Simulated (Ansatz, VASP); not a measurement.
# SiC8 in VASP and in Ansatz

```
C Si
1.0
     4.93134    0.00000    0.00000
    -2.46567    4.27066    0.00000
     0.00000    0.00000   17.30003
C Si
8 1
Cartesian
  1.2328 0.7118 4.0000
  0.0000 2.8471 4.0000
  3.6985 0.7118 4.0000
  2.4657 2.8471 4.0000
  0.0000 1.4236 4.0000
  -1.2328 3.5589 4.0000
  2.4657 1.4236 4.0000
  1.2328 3.5589 4.0000
  0.6164 1.7794 6.5000
```

Alike in both runs: task single point; functional PBE; dispersion D3(BJ); k mesh 6 × 6 × 1; occupations gaussian, width 0.1 eV; collinear spin.

|  | VASP | Ansatz |
| --- | --- | --- |
| version | VASP 6.6.1 | Ansatz 0.2.0 |
| potentials or method | VASP PAW PBE potentials, release 64 (C, Si), cutoff 520 eV | scalar-relativistic, plane waves, PAW |
| valence electrons in the cell | 36 | 36 |

|  | VASP | Ansatz | Ansatz less VASP |
| --- | --- | --- | --- |
| gap on the k mesh at the Fermi level (eV) | none | none | - |
| rms of the force components (eV/Å) | 0.233 | 0.232 | -0.0002 |
| net moment per atom (μB) | 0.20 | 0.20 | 0.000 |
| size of the moment on the site where the two differ most (μB) | 0.48 | 0.63 | +0.149 |

Site moments also hang on the region over which each program counts them. Atom by atom the forces differ by 0.001 eV/Å (rms over components). A gap of «none» marks a metal or a gap that the smearing closes.
